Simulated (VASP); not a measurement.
Crystal: Y.

```
Y
1.0
     0.00000    2.48500    2.48500
     2.48500    0.00000    2.48500
     2.48500    2.48500    0.00000
Y
1
Direct
  0.00000 0.00000 0.00000
```

This isn't the form of Y at room conditions, which is hcp.

```yaml
Program: VASP 6.6.1
Task: relaxation of cell and atoms
Functional: r2SCAN
Potentials_or_basis: VASP PAW PBE potentials, release 64 (Y_sv)
Cutoff: 600 eV
k_mesh: 20 × 20 × 20
Occupations: gaussian, width 0.1 eV
Spin: no spin polarisation
```

At the start: pressure 3.4 GPa; volume 30.69 Å³/atom.

Question: Where does the relaxation end?

Answer: Over 3 steps the energy falls by 25.3 meV/atom and the volume is 33.23 Å³/atom (+8.3 %); space group Fm-3m (No. 225, to 0.1 Å) before and after.

Step by step:
| step | energy change (eV) | largest force (eV/Å) | pressure (GPa) | volume (Å³) |
| --- | --- | --- | --- | --- |
| 1 | 0.0000 | 0.0000 | 3.36 | 30.69 |
| 2 | -0.0247 | 0.0000 | -0.43 | 33.64 |
| 3 | -0.0253 | 0.0000 | 0.01 | 33.23 |

Final structure:
```xyz
1
Lattice="0.0000 2.5518 2.5518 2.5518 0.0000 2.5518 2.5518 2.5518 0.0000" Properties=species:S:1:pos:R:3 pbc="T T T"
Y     0.0000    0.0000    0.0000
```

Caveat: the PAW data sets were made with another functional, which shifts forces and pressure a little.
